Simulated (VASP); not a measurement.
A run of VASP 6.6.1 is set up as follows.

File INCAR:

```
SYSTEM = InO
PREC = Accurate
ENCUT = 520
EDIFF = 1E-6
ISMEAR = 0
SIGMA = 0.05
LREAL = .FALSE.
LASPH = .TRUE.
NELM = 100
ALGO = Normal
ISIF = 2
LWAVE = .FALSE.
LCHARG = .TRUE.
GGA = PE
IVDW = 12
LELF = .TRUE.
LVHAR = .TRUE.
NBANDS = 27
```

The input KPOINTS:

```
Automatic mesh
0
G
  12 12 2
  0 0 0
```

The input POSCAR:

```
InO
1.0
    3.4297831874      0.0000000000      0.0000000000
   -1.7148915937      2.9702793698      0.0000000000
    0.0000000000      0.0000000000     15.8520222321
In O
2 2
Direct
    0.6666666667      0.3333333333      0.5895266171
    0.6666666667      0.3333333333      0.4104733829
    0.0000000000      0.0000000000      0.6398766429
    0.0000000000      0.0000000000      0.3601233571
```

Potentials or basis: VASP PAW PBE potentials, release 64 (In_d, O).

The run is started by

```bash
$ cat potpaw_PBE.64/In_d/POTCAR potpaw_PBE.64/O/POTCAR > POTCAR
$ mpirun -np 1 vasp_std > vasp.out
```

Problem. What does it give for the band gap on the k mesh?

Solution. 0.43 eV (least direct gap 1.16 eV).

Problem. Estimate the largest force.

Solution. 0.035 eV/Å.

Forces in eV/Å, atoms in the order of the input:
```
In   0.000  0.000 -0.031
In   0.000  0.000  0.031
O    0.000  0.000  0.035
O    0.000  0.000 -0.035
```

Caveat: there is no dipole correction, which matters where the two faces differ; semilocal functionals underestimate gaps, and a narrow one can read as zero; spin-orbit coupling is left out, which moves the levels of the heavy elements.
